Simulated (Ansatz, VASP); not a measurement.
# Si in VASP and in Ansatz

INCAR

```
SYSTEM = Si
PREC = Accurate ; ENCUT = 520
EDIFF = 1E-6 ; ISMEAR = 0
SIGMA = 0.1 ; LREAL = .FALSE.
LASPH = .TRUE. ; NELM = 100
ALGO = Normal ; ISIF = 2
LWAVE = .FALSE. ; LCHARG = .TRUE.
LDIPOL = .TRUE. ; IDIPOL = 3
DIPOL = 0.5 0.5 0.385 ; GGA = PE
IVDW = 12 ; LELF = .TRUE.
LVHAR = .TRUE. ; LVACPOTAV = .TRUE.
NBANDS = 16
```

Contents of KPOINTS:

```
Automatic mesh
0
G
  9 9 1
  0 0 0
```

File POSCAR:

```
Si
1.0
    3.8472023583      0.0000000000      0.0000000000
   -1.9236011792      3.3317749758      0.0000000000
    0.0000000000      0.0000000000     18.4446971468
Si
4
Direct
    0.3333333333      0.6666666667      0.2695814702
    0.6666666667      0.3333333333      0.2439725610
    0.1666666667      1.6666666667      0.5256089091
    0.5000000000      1.3333333333      0.5000000000
```

Input for Ansatz:

```yaml
crystal:
  lattice:
    - [3.8472023583, 0.0, 0.0]
    - [-1.9236011791, 3.3317749758, 0.0]
    - [0.0, 0.0, 18.4446971457]
  atoms:
    - { symbol: Si, position: [0.3333333333, 0.6666666667, 0.2695814701] }
    - { symbol: Si, position: [0.6666666667, 0.3333333333, 0.243972561] }
    - { symbol: Si, position: [0.1666666667, 1.6666666667, 0.5256089091] }
    - { symbol: Si, position: [0.5, 1.3333333333, 0.5] }
basis:
  ecutwfc: 420
kpoints:
  mp_grid: { grid: [9, 9, 1] }
hamiltonian:
  xc: pbe
  dispersion: d3bj
scf:
  occupations: { method: gaussian, width: 0.1 }
output:
  forces: true
  eigenvalues: true
efield:
  axis: 3
  dipole_correction: true
  ramp_width: 0.04
```

Alike in both runs: task single point; functional PBE; dispersion D3(BJ); k mesh 9 × 9 × 1; occupations gaussian, width 0.1 eV; no spin polarisation.

|  | VASP | Ansatz |
| --- | --- | --- |
| version | VASP 6.6.1 | Ansatz 0.2.0 |
| potentials or method | VASP PAW PBE potentials, release 64 (Si), cutoff 520 eV | scalar-relativistic, plane waves, PAW |
| valence electrons in the cell | 16 | 16 |

```csv
,VASP,Ansatz,Ansatz less VASP
gap on the k mesh at the Fermi level (eV),0.38,0.38,0.000
least direct gap on the mesh (eV),0.38,0.38,0.000
rms of the force components (eV/Å),0.043,0.044,+0.0017
```

Atom by atom the forces differ by 0.004 eV/Å (rms over components).
